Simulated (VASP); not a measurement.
MgS:

```
Mg S
1.0
     0.00000    2.99507    2.83088
     2.99507    0.00000    2.83088
     2.99507    2.99507    0.00000
Mg S
1 1
Direct
  0.00000 0.00000 0.00000
  0.25000 0.25000 0.25000
```

This cell differs from its parent crystal: biaxial xy strain +5.8%.

Base run:

```yaml
Program: VASP 6.6.1
Functional: r2SCAN
Potentials_or_basis: VASP PAW PBE potentials, release 64 (Mg, S)
Cutoff: 520 eV
k_mesh: 8 × 8 × 8
Occupations: gaussian, width 0.01 eV
Spin: no spin polarisation
```

Its results: band gap on the k mesh 3.45 eV; pressure -5.7 GPa.

Problem. The run is repeated on the same cell with these changes: functional from r2SCAN to PBE; occupations from gaussian, width 0.01 eV to fermi-dirac, width 0.02 eV. What comes out?

Solution. Band gap on the k mesh 2.82 eV; pressure -4.5 GPa.

Caveats: the cell stands under tension; the PAW data sets were made with another functional, which shifts forces and pressure a little (at least some runs).

